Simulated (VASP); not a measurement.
Input of a VASP 6.6.1 run:

The input INCAR:

```
  PREC = Accurate
  ENCUT = 520
  EDIFF = 1E-7
  ISMEAR = 1
  SIGMA = 0.1
  LREAL = False
  LASPH = True
  NELM = 60
  ALGO = Normal
  ISIF = 2
  LWAVE = False
  LCHARG = False
  GGA = PS
  NBANDS = 13
```

KPOINTS

```
regular mesh
0
Gamma
  15 15 15
```

POSCAR

```
Mo
1.0
   -1.5654533770      1.5654533770      1.5654533770
    1.5654533770     -1.5654533770      1.5654533770
    1.5654533770      1.5654533770     -1.5654533770
Mo
1
Direct
    0.0000000000      0.0000000000      0.0000000000
```

Potentials or basis: VASP PAW PBE potentials, release 64 (Mo_sv).

Run with:

```sh
$ cat potpaw_PBE.64/Mo_sv/POTCAR > POTCAR
$ mpirun -np 1 vasp_std > vasp.out
```

Q: Estimate the band gap on the k mesh.

A: Zero (band 7 reaches 16.57 eV, above the bottom of band 8 at 11.36 eV).

Q: What does it give for the pressure?

A: 0.6 GPa.

Caveat: the PAW data sets were made with another functional, which shifts forces and pressure a little.
